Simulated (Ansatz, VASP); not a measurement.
## One calculation of AlNi, two programs

```
Al Ni
1.0
     2.02120   -2.02115    0.00000
     2.02120    2.02115    0.00000
     0.00000    0.00000    2.86887
Al Ni
1 1
Direct
  0.99335 0.00000 0.00000
  0.50306 0.50000 0.50000
```

Change from the starting cell: mode 4 frozen in at -0.019 Å and mode 6 at +0.000 Å (largest displacements).

Alike in both runs: task single point; functional PBEsol; k mesh 16 × 16 × 16; occupations gaussian, width 0.15 eV; no spin polarisation.

|  | VASP | Ansatz |
| --- | --- | --- |
| version | VASP 6.6.1 | Ansatz 0.2.0 |
| potentials or method | VASP PAW PBE potentials, release 64 (Al, Ni), cutoff 520 eV | scalar-relativistic, plane waves, PAW |
| valence electrons in the cell | 13 | 21 |

```csv
,VASP,Ansatz,Ansatz less VASP
gap on the k mesh at the Fermi level (eV),none,none,-
pressure (GPa),0.1,0.1,-0.05
"traceless stress, the component that is largest in VASP (GPa)",-0.21,-0.20,+0.005
rms of the force components (eV/Å),0.100,0.099,-0.0010
```

VASP's potentials were made for PBE, not for PBEsol, and Ansatz warns of the same on its side. Atom by atom the forces differ by 0.001 eV/Å (rms over components). A gap of «none» marks a metal or a gap that the smearing closes. VASP's potentials hold 13 valence electrons a cell and Ansatz's 21, so a difference there can come from the potentials and not from the codes. Ansatz's warnings: near symmetry operations not taken.
